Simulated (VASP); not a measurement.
Runs of VASP 6.6.1 on Si. The structure is that of space group I4_1/amd (No. 141), or close to it. The cells are those of the table. 

| cell | gap on the mesh (eV) | pressure (GPa) |
| --- | --- | --- |
| a = 3.780, b = 3.780, c = 4.004 Å, angles 58.0, 58.0, 64.0°, 2 atoms | none | (b) |
| a = 3.933, b = 3.933, c = 3.696 Å, angles 62.0, 62.0, 56.0°, 2 atoms | 0.13 | -0.1 |
| a = 3.862, b = 3.862, c = 4.158 Å, angles 57.4, 57.4, 65.1°, 2 atoms | none | -6.7 |
| a = 3.927, b = 3.927, c = 4.004 Å, angles 59.4, 59.4, 61.3°, 2 atoms | 0.52 | -6.7 |
| a = 4.007, b = 4.007, c = 4.158 Å, angles 58.7, 58.7, 62.5°, 2 atoms | (a) | -10.9 |

Alike in all rows: task single point; level r2SCAN; potentials or basis VASP PAW PBE potentials, release 64 (Si); no spin polarisation; k mesh 8 × 8 × 8; cutoff (eV) 520; smearing gaussian 0.05 eV.

Question: Estimate the missing entries.

Answer: (a) 0.25; (b) -0.3.

Caveats: the PAW data sets were made with another functional, which shifts forces and pressure a little.

A k mesh can miss the band edges.

A gap of «none» marks levels without a gap at the run's occupations.
